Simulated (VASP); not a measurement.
A run of VASP 6.6.1:

File POSCAR:

```
LiCl
1.0
    0.0000000000      2.8013686002      2.6319369426
    2.8013686002      0.0000000000      2.6319369426
    2.8013686002      2.8013686002      0.0000000000
Li Cl
1 1
Direct
    0.0000000000      0.0000000000      0.0000000000
    0.2500000000      0.2500000000      0.2500000000
```

Contents of INCAR.step1:

```
SYSTEM = LiCl
  PREC = Accurate
  ENCUT = 520
  ISMEAR = 0
  SIGMA = 0.01
  LREAL = .FALSE.
  LASPH = .TRUE.
  NELM = 100
  NBANDS = 12
  GGA = PE
  ALGO = Normal
  EDIFF = 1E-4
  LWAVE = .TRUE.
  LCHARG = .FALSE.
```

File INCAR.step2:

```
SYSTEM = LiCl
  PREC = Accurate
  ENCUT = 520
  EDIFF = 1E-6
  ISMEAR = 0
  SIGMA = 0.01
  LREAL = .FALSE.
  LASPH = .TRUE.
  NELM = 100
  ALGO = Normal
  ISIF = 2
  LWAVE = .FALSE.
  LCHARG = .FALSE.
  METAGGA = R2SCAN
  LMIXTAU = .TRUE.
  NBANDS = 12
  ISTART = 1
```

KPOINTS

```
regular mesh
0
G
  8 8 8
  0 0 0
```

Potentials or basis: VASP PAW PBE potentials, release 64 (Li_sv, Cl).

The run is started by

```console
$ cat potpaw_PBE.64/Li_sv/POTCAR potpaw_PBE.64/Cl/POTCAR > POTCAR
$ cp INCAR.step1 INCAR
$ mpirun -np 1 vasp_std > vasp.out
$ cp INCAR.step2 INCAR
$ mpirun -np 1 vasp_std > vasp.out
```

Hardware: 1 thread of Intel(R) Xeon(R) Platinum 8488C (Sapphire Rapids) (shared host).

Q: Estimate the wall time of this run.

A: Wall time 2.5 min on 1 thread of Intel(R) Xeon(R) Platinum 8488C (Sapphire Rapids) (shared host), peak memory 0.17 GiB. Counts: k points 59.
